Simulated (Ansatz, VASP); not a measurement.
One calculation of MgS, two programs

INCAR

```
  ALGO = Normal
  EDIFF = 1E-6
  ENCUT = 600
  GGA = PE
  GGA_COMPAT = F
  ISIF = 2
  ISMEAR = 0
  LASPH = T
  LCHARG = F
  LREAL = F
  LWAVE = F
  NBANDS = 11
  NELM = 120
  PREC = Accurate
  SIGMA = 0.05
```

Contents of KPOINTS:

```
k-points
0
Gamma
  8 8 8
```

File POSCAR:

```
MgS
1.0
    0.0000000000      2.6016508254      2.6016508254
    2.6016508254      0.0000000000      2.6016508254
    2.6016508254      2.6016508254      0.0000000000
Mg S
1 1
Direct
    0.0000000000      0.0000000000      0.0000000000
    0.5000000000      0.5000000000      0.5000000000
```

Input for Ansatz:

```yaml
crystal:
  lattice:
    - [0.0, 2.6016508254, 2.6016508254]
    - [2.6016508254, 0.0, 2.6016508254]
    - [2.6016508254, 2.6016508254, 0.0]
  atoms:
    - { symbol: Mg, position: [0.0, 0.0, 0.0] }
    - { symbol: S, position: [0.5, 0.5, 0.5] }
basis:
  ecutwfc: 420
  ecutrho_ratio: 4
kpoints:
  mp_grid: { grid: [8, 8, 8] }
hamiltonian:
  xc: pbe
scf:
  occupations: { method: gaussian, width: 0.05 }
output:
  forces: true
  stress: true
  eigenvalues: true
```

Alike in both runs: task single point; functional PBE; k mesh 8 × 8 × 8; occupations gaussian, width 0.05 eV; no spin polarisation.

|  | VASP | Ansatz |
| --- | --- | --- |
| version | VASP 6.6.1 | Ansatz 0.2.0 |
| potentials or method | VASP PAW PBE potentials, release 64 (Mg, S), cutoff 600 eV | scalar-relativistic, plane waves, PAW |
| valence electrons in the cell | 8 | 16 |

Ansatz gave:

```
gap on the k mesh at the Fermi level (eV) : 2.79
least direct gap on the mesh (eV)         : 3.72
pressure (GPa)                            : 1.2
```

Q: Which values does VASP return?

A: gap on the k mesh at the Fermi level (eV): 2.78; least direct gap on the mesh (eV): 3.71; pressure (GPa): 0.9.

VASP's potentials hold 8 valence electrons a cell and Ansatz's 16, so a difference there can come from the potentials and not from the codes.
